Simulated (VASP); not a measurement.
Al2Pt:

```
Al Pt
1.0
     0.00000    2.97320    2.97320
     2.97320    0.00000    2.97320
     2.97320    2.97320    0.00000
Al Pt
2 1
Cartesian
  1.4866 1.4866 1.4866
  4.4598 4.4598 4.4598
  0.0000 0.0000 0.0000
```

| Quantity | Value |
| --- | --- |
| Program | VASP 6.6.1 |
| Task | relaxation of cell and atoms |
| Functional | r2SCAN |
| Potentials or basis | VASP PAW PBE potentials, release 64 (Al, Pt) |
| Cutoff | 550 eV |
| k mesh | 12 × 12 × 12 |
| Occupations | gaussian, width 0.1 eV |
| Spin | no spin polarisation |

At the start: pressure -3.1 GPa; volume 17.52 Å³/atom.

**Question.** How do energy, volume and symmetry change on relaxing?

**Answer.** Over 3 steps the energy falls by 4.1 meV/atom and the volume is 17.12 Å³/atom (-2.3 %); space group Fm-3m (No. 225, to 0.1 Å) before and after.

The path:
| step | energy change (eV) | largest force (eV/Å) | pressure (GPa) | volume (Å³) |
| --- | --- | --- | --- | --- |
| 1 | 0.0000 | 0.0000 | -3.14 | 52.57 |
| 2 | 0.0046 | 0.0000 | 4.11 | 49.99 |
| 3 | -0.0123 | 0.0000 | 0.03 | 51.35 |

Final structure:
```
Al Pt
1.0
     0.00000    2.95019    2.95019
     2.95019    0.00000    2.95019
     2.95019    2.95019    0.00000
Al Pt
2 1
Cartesian
  1.4751 1.4751 1.4751
  4.4253 4.4253 4.4253
  0.0000 0.0000 0.0000
```

Caveat: the PAW data sets were made with another functional, which shifts forces and pressure a little.
